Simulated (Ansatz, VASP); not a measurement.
# One calculation of AgCl, two programs

The input POSCAR:

```
AgCl
1.0
    0.0000000000      2.9340284738      2.9340284738
    2.9340284738      0.0000000000      2.9340284738
    2.9340284738      2.9340284738      0.0000000000
Ag Cl
1 1
Direct
    0.0000000000      0.0000000000      0.0000000000
    0.5000000000      0.5000000000      0.5000000000
```

INCAR.step1

```
  PREC = Accurate
  ENCUT = 520
  EDIFF = 1E-5
  ISMEAR = 0
  SIGMA = 0.01
  LREAL = F
  LASPH = T
  NELM = 100
  ALGO = Normal
  ISIF = 2
  LWAVE = T
  LCHARG = F
  NBANDS = 16
  GGA = PE
```

INCAR.step2

```
  PREC = Accurate
  ENCUT = 520
  EDIFF = 1E-6
  ISMEAR = 0
  SIGMA = 0.01
  LREAL = F
  LASPH = T
  NELM = 100
  ALGO = Normal
  ISIF = 2
  LWAVE = F
  LCHARG = F
  GGA = PE
  LHFCALC = T
  HFSCREEN = 0.2079
  PRECFOCK = Normal
  NBANDS = 16
  ISTART = 1
```

Contents of KPOINTS:

```
regular mesh
0
Gamma
  6 6 6
```

Input for Ansatz:

```yaml
crystal:
  lattice:
    - [0.0, 2.9340284738, 2.9340284738]
    - [2.9340284738, 0.0, 2.9340284738]
    - [2.9340284738, 2.9340284738, 0.0]
  atoms:
    - { symbol: Ag, position: [0.0, 0.0, 0.0] }
    - { symbol: Cl, position: [0.5, 0.5, 0.5] }
kpoints:
  mp_grid: { grid: [6, 6, 6] }
  band_path:
    path:
      - [0.0, 0.0, 0.0]
      - [0.5, 0.0, 0.5]
      - [0.625, 0.25, 0.625]
      - [0.375, 0.375, 0.75]
      - [0.5, 0.5, 0.5]
      - [0.5, 0.25, 0.75]
      - [0.0375, 0.0375, 0.075]
    npoints: 1
hamiltonian:
  xc: hse06
scf:
  occupations: { method: fixed }
  n_extra_bands: 4
output:
  forces: true
  stress: true
  eigenvalues: true
```

Change from the starting cell: hydrostatic strain +5.8%.

Alike in both runs: task single point; functional HSE06; k mesh 6 × 6 × 6; no spin polarisation.

|  | VASP | Ansatz |
| --- | --- | --- |
| version | VASP 6.6.1 | Ansatz 0.2.0 |
| potentials or method | VASP PAW PBE potentials, release 64 (Ag, Cl) | plane waves, PAW |
| plane-wave cutoff (eV) | 520 | 420 |
| occupations | gaussian, width 0.01 eV | fixed |
| valence electrons in the cell | 18 | 26 |

VASP gave:

| Property | Result |
| --- | --- |
| gap on the k mesh at the Fermi level (eV) | 2.50 |
| pressure (GPa) | -4.2 |

What did Ansatz give for the same quantities?

gap on the k mesh at the Fermi level (eV): 2.52; pressure (GPa): -4.0.

VASP's potentials hold 18 valence electrons a cell and Ansatz's 26, so a difference there can come from the potentials and not from the codes. Ansatz's warnings: stress exchange threshold loose, stress scf threshold loose.
